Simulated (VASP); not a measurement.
Wanted: the native input for a VASP 6.6.1 run.

```
Task                   : single point
Functional             : r2SCAN
Potentials or basis    : VASP PAW PBE potentials, release 64 (Si, C)
Cutoff                 : 660 eV
k mesh                 : 1 × 1 × 1
Occupations            : fermi-dirac, width 0.3 eV
Spin                   : no spin polarisation
Dipole correction      : no
Further INCAR settings : ALGO = Normal; EDIFF = 1e-06; NBANDS = 11
```

The system is SiC.

```
CELL_PARAMETERS angstrom
4.20000 0.00000 0.00000
0.00000 4.20000 0.00000
0.00000 0.00000 4.20000
ATOMIC_POSITIONS crystal
Si 0.00000 0.00000 0.00000
C 0.31710 0.19026 0.14270
```

One way to write it, as run:

POSCAR

```
SiC
1.0
    4.2000000000      0.0000000000      0.0000000000
    0.0000000000      4.2000000000      0.0000000000
    0.0000000000      0.0000000000      4.2000000000
Si C
1 1
Direct
    0.0000000000      0.0000000000      0.0000000000
    0.3171030175      0.1902618105      0.1426963579
```

INCAR.step1

```
PREC = Accurate
ENCUT = 660
ISMEAR = -1
SIGMA = 0.3
LREAL = F
LASPH = T
NELM = 120
NBANDS = 11
GGA = PE
ALGO = Normal
EDIFF = 1E-5
LWAVE = T
LCHARG = F
GGA_COMPAT = F
```

INCAR.step2

```
PREC = Accurate
ENCUT = 660
EDIFF = 1E-6
ISMEAR = -1
SIGMA = 0.3
LREAL = F
LASPH = T
NELM = 120
ALGO = Normal
ISIF = 2
LWAVE = F
LCHARG = F
METAGGA = R2SCAN
LMIXTAU = T
NBANDS = 11
ISTART = 1
GGA_COMPAT = F
```

KPOINTS

```
Automatic mesh
0
Gamma
  1 1 1
```

Potentials or basis: VASP PAW PBE potentials, release 64 (Si, C).

Command:

```console
$ cat potpaw_PBE.64/Si/POTCAR potpaw_PBE.64/C/POTCAR > POTCAR
$ cp INCAR.step1 INCAR
$ mpirun -np 1 vasp_gam > vasp.out
$ cp INCAR.step2 INCAR
$ mpirun -np 1 vasp_gam > vasp.out
```

Results of the run:

```
Pressure               : 6.4 GPa
Largest force          : 3.722 eV/Å
Band gap on the k mesh : 0.38 eV
```

Caveat: the k points lie up to 1.50 Å⁻¹ apart; the PAW data sets were made with another functional, which shifts forces and pressure a little.

It took 20 s on 1 thread of Intel(R) Xeon(R) Platinum 8259CL CPU @ 2.50GHz (Skylake/Cascade Lake), on a shared host, peak memory 0.2 GiB.
